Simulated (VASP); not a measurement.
The system is GaN.

```
Ga N
1.0
     0.00000    2.25350    2.25350
     2.25350    0.00000    2.25350
     2.25350    2.25350    0.00000
Ga N
1 1
Direct
  0.00000 0.00000 0.00000
  0.25000 0.25000 0.25000
```

| Property | Result |
| --- | --- |
| Program | VASP 6.6.1 |
| Task | relaxation of cell and atoms |
| Functional | PBEsol |
| Dispersion | D3(BJ) |
| Potentials or basis | VASP PAW PBE potentials, release 64 (Ga_d, N) |
| Cutoff | 600 eV |
| k mesh | 10 × 10 × 10 |
| Occupations | fermi-dirac, width 0.05 eV |
| Spin | no spin polarisation |

At the start: pressure -4.6 GPa; volume 11.44 Å³/atom.

Task: Where does the relaxation end?

Result: Over 6 steps the energy falls by 4.1 meV/atom and the volume is 11.16 Å³/atom (-2.5 %); space group F-43m (No. 216, to 0.1 Å) before and after.

Step by step:
```csv
step,energy change (eV),largest force (eV/Å),pressure (GPa),volume (Å³)
1,0.0000,0.0000,-4.64,22.89
2,-0.0006,0.0000,4.63,21.81
3,-0.0083,0.0000,-0.59,22.33
4,-0.0082,0.0000,0.55,22.27
5,-0.0083,0.0000,0.16,22.30
6,-0.0083,0.0000,0.09,22.31
```

Final structure:
```yaml
crystal:
  lattice:
    - [0.00000, 2.23452, 2.23452]
    - [2.23452, 0.00000, 2.23452]
    - [2.23452, 2.23452, 0.00000]
  atoms:
    - { symbol: Ga, position: [0.00000, 0.00000, 0.00000] }
    - { symbol: N, position: [0.25000, 0.25000, 0.25000] }
```

Caveat: the PAW data sets were made with another functional, which shifts forces and pressure a little.
